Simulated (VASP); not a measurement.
Set up this calculation in VASP 6.6.1, as the native input.

```yaml
Task: single point
Functional: PBE
Potentials_or_basis: VASP PAW PBE potentials, release 64 (Mg, Sn_d)
Cutoff: 600 eV
k_mesh: 4 × 4 × 4
Occupations: gaussian, width 0.1 eV
Spin: no spin polarisation
Dipole_correction: no
Further_INCAR_settings: ALGO = Normal; EDIFF = 1e-06; NBANDS = 16
```

The structure of Mg2Sn lies in POSCAR:

```
Mg2Sn
1.0
    0.0000000000      3.3801540000      3.3801540000
    3.3801540000      0.0000000000      3.3801540000
    3.3801540000      3.3801540000      0.0000000000
Mg Sn
2 1
Direct
    0.2500000000      0.2500000000      0.2500000000
    0.7500000000      0.7500000000      0.7500000000
    0.0000000000      0.0000000000      0.0000000000
```

The input as run:

INCAR

```
ALGO = Normal ; EDIFF = 1E-6
ENCUT = 600 ; GGA = PE
GGA_COMPAT = F ; ISIF = 2
ISMEAR = 0 ; LASPH = T
LCHARG = F ; LREAL = F
LWAVE = F ; NBANDS = 16
NELM = 120 ; PREC = Accurate
SIGMA = 0.1
```

KPOINTS

```
k-points
0
Gamma
  4 4 4
```

Potentials or basis: VASP PAW PBE potentials, release 64 (Mg, Sn_d).

The run is started by

```bash
$ cat potpaw_PBE.64/Mg/POTCAR potpaw_PBE.64/Sn_d/POTCAR > POTCAR
$ mpirun -np 1 vasp_std > vasp.out
```

Results of the run:

```
Pressure               : 1.0 GPa
Band gap on the k mesh : zero (bands 9 and 10 overlap by 0.17 eV)
```

Caveat: the k points lie up to 0.40 Å⁻¹ apart; spin-orbit coupling is left out, which moves the levels of the heavy elements.

It took 12 s on 1 thread of Intel(R) Xeon(R) 6975P-C (Granite Rapids) (shared host), peak memory 0.23 GiB.
